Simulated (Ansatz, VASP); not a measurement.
## Sc4Te in VASP and in Ansatz

```
Sc Te
1.0
     5.16568    0.00000    0.00000
     0.00000    5.16568    0.00000
     0.00000    0.00000    5.16568
Sc Te
4 1
Direct
  0.00000 0.50000 0.50000
  0.50000 0.00000 0.50000
  0.50000 0.50000 0.00000
  0.50000 0.50000 0.50000
  0.00000 0.00000 0.00000
```

Alike in both runs: functional PBE; k mesh 4 × 4 × 4; occupations gaussian, width 0.1 eV; no spin polarisation.

Ansatz relaxed the structure, and its values are those at the end. VASP's run is a single point on that final structure, the one shown.

```csv
,VASP,Ansatz
version,VASP 6.6.1,Ansatz 0.2.0
potentials or method,"VASP PAW PBE potentials, release 64 (Sc_sv, Te), cutoff 520 eV","scalar-relativistic, plane waves, PAW"
valence electrons in the cell,50,60
```

|  | VASP | Ansatz | Ansatz less VASP |
| --- | --- | --- | --- |
| gap on the k mesh at the Fermi level (eV) | none | none | - |
| pressure (GPa) | 0.4 | 0.4 | -0.07 |

A gap of «none» marks a metal or a gap that the smearing closes. With one functional, cell and mesh, what is left measures potentials, basis and numerics. VASP's potentials hold 50 valence electrons a cell and Ansatz's 60, so a difference there can come from the potentials and not from the codes.

Neither program's run includes spin-orbit coupling.
